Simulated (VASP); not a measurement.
# W (Fd-3m) in VASP: notebook

The runs below take W through single point, relaxation of cell and atoms, with PBE.

Everything below comes from runs of VASP 6.6.1. Logs are shortened: lines on timing, memory, paths and dates and some standing lists are left out, and cuts for length are marked.

## Step 1: The cell of the first run

Symmetry: Fd-3m, No. 227, cubic system. The conventional cell has a = 5.830 Å, b = 5.830 Å, c = 5.830 Å, α = 90.00°, β = 90.00°, γ = 90.00°. Within 3.3 Å of W (site symmetry -43m) lie 4 W at 2.52 Å.

This isn't the form of W at room conditions, which is bcc.

## Step 2: Single point, PBE

INCAR reads:

```
PREC = Accurate
ENCUT = 520
EDIFF = 1E-7
ISMEAR = 0
SIGMA = 0.1
LREAL = F
LASPH = T
NELM = 60
ALGO = Fast
ISIF = 2
LWAVE = F
LCHARG = F
GGA = PE
NBANDS = 21
```

KPOINTS reads:

```
Automatic mesh
0
Gamma
  16 16 16
```

POSCAR reads:

```
W
1.0
    0.0000000000      2.9149407558      2.9149407558
    2.9149407558      0.0000000000      2.9149407558
    2.9149407558      2.9149407558      0.0000000000
W
2
Direct
    0.0000000000      0.0000000000      0.0000000000
    0.2500000000      0.2500000000      0.2500000000
```

Potentials or basis: VASP PAW PBE potentials, release 64 (W_sv).

The run is started by

```
$ cat potpaw_PBE.64/W_sv/POTCAR > POTCAR
$ mpirun -np 1 vasp_std > vasp.out
```

OUTCAR:

```text
PREC = Accurate
   ENCUT = 520
   EDIFF = 1E-7
   ISMEAR = 0
   LREAL = F
   LASPH = T
   NELM = 60
   ISIF = 2
   GGA = PE

 ion  position               nearest neighbor table
   1  0.000  0.000  0.000-   2 2.52   2 2.52   2 2.52   2 2.52
   2  0.250  0.250  0.250-   1 2.52   1 2.52   1 2.52   1 2.52

  LATTYP: Found a face centered cubic cell.
 ALAT       =     5.8298815116

  Lattice vectors:

 A1 = (   0.0000000000,   2.9149407558,   2.9149407558)
 A2 = (   2.9149407558,   0.0000000000,   2.9149407558)
 A3 = (   2.9149407558,   2.9149407558,   0.0000000000)

Analysis of symmetry for initial positions (statically):
=====================================================================
 Subroutine PRICEL returns:
 Original cell was already a primitive cell.

 Routine SETGRP: Setting up the symmetry group for a
 face centered cubic supercell.

 Subroutine GETGRP returns: Found 48 space group operations
 (whereof 24 operations were pure point group operations)
 out of a pool of 48 trial point group operations.

The static configuration has the point symmetry T_d .
 The point group associated with its full space group is O_h .

Analysis of symmetry for dynamics (positions and initial velocities):
=====================================================================
 Subroutine PRICEL returns:
 Original cell was already a primitive cell.

 Routine SETGRP: Setting up the symmetry group for a
 face centered cubic supercell.

 Subroutine GETGRP returns: Found 48 space group operations
 (whereof 24 operations were pure point group operations)
 out of a pool of 48 trial point group operations.

The dynamic configuration has the point symmetry T_d .
 The point group associated with its full space group is O_h .

 Subroutine INISYM returns: Found 48 space group operations
 (whereof 24 operations are pure point group operations),
 and found     1 'primitive' translations

----------------------------------------------------------------------------------------

                                     Primitive cell

  volume of cell :      49.5358

  direct lattice vectors                    reciprocal lattice vectors
     0.000000000  2.914940756  2.914940756    -0.171530073  0.171530073  0.171530073
     2.914940756  0.000000000  2.914940756     0.171530073 -0.171530073  0.171530073
     2.914940756  2.914940756  0.000000000     0.171530073  0.171530073 -0.171530073

  length of vectors
     4.122348750  4.122348750  4.122348750     0.297098801  0.297098801  0.297098801

  position of ions in fractional coordinates (direct lattice)
     0.000000000  0.000000000  0.000000000
     0.250000000  0.250000000  0.250000000

  ion indices of the primitive-cell ions
   primitive index   ion index
                 1           1
                 2           2

----------------------------------------------------------------------------------------

 KPOINTS: Automatic mesh

Automatic generation of k-mesh.
 Grid dimensions read from file:
 generate k-points for:   16   16   16

 Generating k-lattice:

  Cartesian coordinates                     Fractional coordinates (reciprocal lattice)
    -0.010720630  0.010720630  0.010720630     0.062500000  0.000000000  0.000000000
     0.010720630 -0.010720630  0.010720630     0.000000000  0.062500000  0.000000000
     0.010720630  0.010720630 -0.010720630     0.000000000  0.000000000  0.062500000

  Length of vectors
     0.018568675  0.018568675  0.018568675

  Shift w.r.t. Gamma in fractional coordinates (k-lattice)
     0.000000000  0.000000000  0.000000000

 Subroutine IBZKPT returns following result:
 ===========================================

 Found    145 irreducible k-points:

 Following reciprocal coordinates:
            Coordinates               Weight
  0.000000  0.000000  0.000000      1.000000
  0.062500  0.000000  0.000000      8.000000
  0.125000  0.000000  0.000000      8.000000
  0.187500  0.000000  0.000000      8.000000
  0.250000  0.000000  0.000000      8.000000
  0.312500  0.000000  0.000000      8.000000
[... 16 lines left out ...]
 -0.125000  0.062500  0.000000     24.000000
 -0.062500  0.062500  0.000000     12.000000
 [... further k-points ...]
   k-points           NKPTS =    145   k-points in BZ     NKDIM =    145   number of bands    NBANDS=     21
   number of dos      NEDOS =    301   number of ions     NIONS =      2
   total plane-waves  NPLWV =  32768
   dimension x,y,z NGX =    32 NGY =   32 NGZ =   32
   dimension x,y,z NGXF=    64 NGYF=   64 NGZF=   64
   ions per type =               2
   NGX,Y,Z   is equivalent  to a cutoff of  12.90, 12.90, 12.90 a.u.
   NGXF,Y,Z  is equivalent  to a cutoff of  25.81, 25.81, 25.81 a.u.
 SYSTEM =  unknown system
   PREC   = accura    normal or accurate (medium, high low for compatibility)
   ISTART =      0    job   : 0-new  1-cont  2-samecut
   ICHARG =      2    charge: 1-file 2-atom 10-const
   ISPIN  =      1    spin polarized calculation?
   LNONCOLLINEAR =      F non collinear calculations
   LSORBIT =      F    spin-orbit coupling
   LASPH  =      T    aspherical Exc in radial PAW
   ENCUT  =  520.0 eV  38.22 Ry    6.18 a.u.   7.66  7.66  7.66*2*pi/ulx,y,z
   NELM   =     60;   NELMIN=  2; NELMDL= -5     # of ELM steps
   EDIFF  = 0.1E-06   stopping-criterion for ELM
   LREAL  =      F    real-space projection
   EDIFFG = 0.1E-05   stopping-criterion for IOM
   NSW    =      0    number of steps for IOM
   IBRION =     -1    ionic relax: 0-MD 1-quasi-New 2-CG
   NFREE  =      0    steps in history (QN), initial steepest desc. (CG)
   ISIF   =      2    stress and relaxation
   ISYM   =      2    0-nonsym 1-usesym 2-fastsym
   POTIM  = 0.5000    time-step for ionic-motion
   TEBEG  =    0.0;   TEEND  =   0.0 temperature during run
   PSTRESS=    0.0 pullay stress
   NELECT =      28.0000    total number of electrons
   NUPDOWN=      -1.0000    fix difference up-down
   EMIN   =  10.00;   EMAX   =-10.00  energy-range for DOS
   EFERMI =   0.00;   METHOD = LEGACY
   ISMEAR =     0;   SIGMA  =   0.10  broadening in eV -4-tet -1-fermi 0-gaus
   EFERMI_NEDOS =   21; number of points for ismear=-14 and -15
   IALGO  =     68    algorithm
   IMIX   =      4    mixing-type and parameters
     AMIX     =   0.40;   BMIX     =  1.00
     AMIX_MAG =   1.60;   BMIX_MAG =  1.00
  volume/ion in A,a.u.               =      24.77       167.14
  Fermi-wavevector in a.u.,A,eV,Ry     =   1.353592  2.557918 24.928748  1.832211
  Thomas-Fermi vector in A             =   2.480834
   LORBIT       =      0    0 simple, 1 ext, 2 COOP (PROOUT), +10 PAW based schemes
   GGA     = PE    functional components
   LHFCALC =     F    Hartree Fock is set to
   AEXX    =    0.0000 exact exchange contribution
   IVDW    =     0    specifies the selected vdW correction
   LEPSILON=     F    determine dielectric tensor
   LRPA    =     F    only Hartree local field effects (RPA)
 non-spin polarized calculation
 RMM-DIIS sequential band-by-band and
 Gauss-broadening in eV      SIGMA  =   0.10
  energy-cutoff  :      520.00
  volume of cell :       49.54
 maximum number of plane-waves:      1363
   NGX = 15   NGY = 15   NGZ = 15

 number of electron      28.0000000 magnetization

 Free energy of the ion-electron system (eV)
  ---------------------------------------------------
  ext. energy  EPLUGINS =         0.00000000
  ---------------------------------------------------
  free energy    TOTEN  =       -20.60186618 eV

  energy without entropy =      -20.58570389  energy(sigma->0) =      -20.59378503

 E-fermi :   5.2251     XC(G=0): -10.7749

 val. band max:        5.2239435963   @ k =   0.3125   0.0625   0.0000
 cond. band min:       5.2258844021   @ k =  -0.3750   0.2500   0.0000
 fundamental gap:      0.0019408057
 Fermi energy:         5.2251053324

 k-point     1 :       0.0000    0.0000    0.0000
  band No.  band energies     occupation
      1     -67.9333      2.00000
      2     -67.6200      2.00000
      3     -32.5143      2.00000
      4     -32.5143      2.00000
      5     -32.5143      2.00000
      6     -31.6076      2.00000
[... 13 lines left out ...]
     20      15.8709      0.00000
     21      16.0377      0.00000

 k-point     2 :       0.0625    0.0000    0.0000
  band No.  band energies     occupation
      1     -67.9311      2.00000
      2     -67.6223      2.00000
      3     -32.5185      2.00000
      4     -32.5185      2.00000
      5     -32.5136      2.00000
      6     -31.6087      2.00000
[... 13 lines left out ...]
     20      15.6884      0.00000
     21      16.1614      0.00000

 k-point     3 :       0.1250    0.0000    0.0000
  band No.  band energies     occupation
      1     -67.9246      2.00000
      2     -67.6289      2.00000
      3     -32.5301      2.00000
      4     -32.5301      2.00000
      5     -32.5117      2.00000
      6     -31.6118      2.00000
[... 13 lines left out ...]
     20      15.3826      0.00000
     21      16.1832      0.00000

 k-point     4 :       0.1875    0.0000    0.0000
  band No.  band energies     occupation
      1     -67.9143      2.00000
      2     -67.6396      2.00000
      3     -32.5470      2.00000
      4     -32.5470      2.00000
      5     -32.5090      2.00000
      6     -31.6163      2.00000
[... 13 lines left out ...]
     20      14.8974      0.00000
     21      15.2672      0.00000

 k-point     5 :       0.2500    0.0000    0.0000
  band No.  band energies     occupation
      1     -67.9009      2.00000
      2     -67.6532      2.00000
      3     -32.5661      2.00000
      4     -32.5661      2.00000
      5     -32.5059      2.00000
      6     -31.6213      2.00000
[... 13 lines left out ...]
     20      13.4909      0.00000
     21      15.0576      0.00000
[... 382 lines left out ...]
     20      13.0134      0.00000
     21      15.1206      0.00000

 k-point    22 :      -0.1875    0.0625    0.0000
  band No.  band energies     occupation
      1     -67.9082      2.00000
      2     -67.6458      2.00000
      3     -32.5738      2.00000
      4     -32.5492      2.00000
      5     -32.4946      2.00000
      6     -31.6314      2.00000
[... 13 lines left out ...]
     20      14.4377      0.00000
     21      15.2327      0.00000

 k-point    23 :      -0.1250    0.0625    0.0000
  band No.  band energies     occupation
      1     -67.9196      2.00000
      2     -67.6341      2.00000
      3     -32.5520      2.00000
      4     -32.5328      2.00000
      5     -32.5016      2.00000
      6     -31.6228      2.00000
[... 13 lines left out ...]
     20      15.2732      0.00000
     21      15.9724      0.00000

 k-point    24 :      -0.0625    0.0625    0.0000
  band No.  band energies     occupation
      1     -67.9274      2.00000
      2     -67.6260      2.00000
      3     -32.5324      2.00000
      4     -32.5218      2.00000
      5     -32.5083      2.00000
      6     -31.6149      2.00000
[... 13 lines left out ...]
     20      15.5077      0.00000
     21      16.3056      0.00000

 [... further k-points ...]

------------------------ aborting loop because EDIFF is reached ----------------------------------------

  FORCE on cell =-STRESS in cart. coord.  units (eV):
  Direction    XX          YY          ZZ          XY          YZ          ZX
  --------------------------------------------------------------------------------------
  -------------------------------------------------------------------------------------
  Total        0.1563108      0.1563108      0.1563108      0.0000000     -0.0000000     -0.0000000
  in kB        5.0556901      5.0556901      5.0556901      0.0000000     -0.0000000     -0.0000000
  external PRESSURE =       5.0556901 kB  Pullay stress =       0.0000000 kB

 VOLUME and BASIS-vectors are now :
 -----------------------------------------------------------------------------
  energy-cutoff  :      520.00
  volume of cell :       49.54
      direct lattice vectors                 reciprocal lattice vectors
     0.000000000  2.914940756  2.914940756    -0.171530073  0.171530073  0.171530073
     2.914940756  0.000000000  2.914940756     0.171530073 -0.171530073  0.171530073
     2.914940756  2.914940756  0.000000000     0.171530073  0.171530073 -0.171530073

 POSITION                                       TOTAL-FORCE (eV/Angst)
 -----------------------------------------------------------------------------------
      0.00000      0.00000      0.00000         0.000000     -0.000000      0.000000
      1.45747      1.45747      1.45747        -0.000000      0.000000     -0.000000
 -----------------------------------------------------------------------------------
    total drift:                               -0.000000      0.000000      0.000000

  FREE ENERGIE OF THE ION-ELECTRON SYSTEM (eV)
  ---------------------------------------------------
  free  energy   TOTEN  =       -20.6018661767 eV

  energy  without entropy=      -20.5857038901  energy(sigma->0) =      -20.59378503
```

Run time: 54 s. Hardware: 1 thread of Intel Xeon 6975P-C (Granite Rapids), shared host; peak memory 0.26 GiB.

Results:

- Free energy: -20.6019 eV
- Pressure: 0.5 GPa
- Band gap on the k mesh: zero (bands 14 and 15 overlap by 0.93 eV)

Caveat: spin-orbit coupling is left out, which moves the levels of the heavy elements.

## Step 3: Relaxation of cell and atoms, PBE

This run uses another cell than the first one, of 24.71 Å³/atom.

INCAR reads:

```
SYSTEM = W
PREC     = Accurate       ! precision mode
ENCUT    = 600            ! plane-wave cutoff, eV
EDIFF    = 1E-7           ! SCF threshold, eV
ISMEAR   = 0              ! smearing method
SIGMA    = 0.1            ! smearing width, eV
LREAL    = .FALSE.        ! projectors in reciprocal space
LASPH    = .TRUE.         ! aspherical terms in the spheres
NELM     = 80             ! most SCF steps
ALGO     = Fast           ! electronic algorithm
ISIF     = 3              ! what is computed and relaxed
LWAVE    = .FALSE.        ! write WAVECAR
LCHARG   = .FALSE.        ! write CHGCAR
GGA      = PE             ! functional
IBRION   = 2              ! ionic algorithm
NSW      = 100            ! ionic steps
EDIFFG   = -0.01          ! ionic threshold
```

KPOINTS reads:

```
regular mesh
0
G
  16 16 16
  0 0 0
```

POSCAR reads:

```
W
1.0
    0.0000000000      2.9127242830      2.9127242830
    2.9127242830      0.0000000000      2.9127242830
    2.9127242830      2.9127242830      0.0000000000
W
2
Direct
    0.0000000000      0.0000000000      0.0000000000
    0.2500000000      0.2500000000      0.2500000000
```

Potentials or basis: VASP PAW PBE potentials, release 64 (W_sv).

The run is started by

```
$ cat potpaw_PBE.64/W_sv/POTCAR > POTCAR
$ mpirun -np 1 vasp_std > vasp.out
```

It took 3.4 min on 1 thread of Intel Xeon 6975P-C (Granite Rapids), shared host; peak memory 0.31 GiB.

It converged, with:

```
Free energy                           : -20.6023 eV
Relaxed volume                        : 24.88 Å³/atom
Relaxed cell                          : a = 4.128 Å, b = 4.128 Å, c = 4.128 Å, α = 60.00°, β = 60.00°, γ = 60.00°
Space group after relaxing (to 0.1 Å) : Fd-3m (No. 227)
Energy gained by relaxing             : 0.4 meV/atom
Ionic steps                           : 3
Pressure after relaxing               : 0.0 GPa
Band gap on the k mesh                : zero (bands 14 and 15 overlap by 0.93 eV)
```

Step by step:
| step | energy change (eV) | largest force (eV/Å) | pressure (GPa) | volume (Å³) |
| --- | --- | --- | --- | --- |
| 1 | 0.0000 | 0.0000 | 0.83 | 49.42 |
| 2 | 0.0018 | 0.0000 | -1.40 | 50.34 |
| 3 | -0.0008 | 0.0000 | 0.00 | 49.75 |

Final structure:
```cif
data_structure
_symmetry_space_group_name_H-M 'P 1'
_symmetry_Int_Tables_number 1
_cell_length_a 4.1284
_cell_length_b 4.1284
_cell_length_c 4.1284
_cell_angle_alpha 60.000
_cell_angle_beta 60.000
_cell_angle_gamma 60.000
_cell_volume 49.75
loop_
_atom_site_label
_atom_site_type_symbol
_atom_site_fract_x
_atom_site_fract_y
_atom_site_fract_z
_atom_site_occupancy
W1 W 0.00000 0.00000 0.00000 1
W2 W 0.25000 0.25000 0.25000 1
```

Levels at points of the mesh, in eV from the Fermi level:
```csv
k point,band 12,band 13,band 14,band 15,band 16,band 17
"(0.00, 0.00, 0.00)",-1.08,-1.08,-1.08,1.53,1.53,1.53
"(0.50, 0.00, 0.00)",-1.62,-1.23,-1.23,-0.44,2.66,2.66
"(0.50, 0.50, 0.00)",-1.33,-1.14,-1.14,1.08,1.08,4.58
```

Caveat: spin-orbit coupling is left out, which moves the levels of the heavy elements.
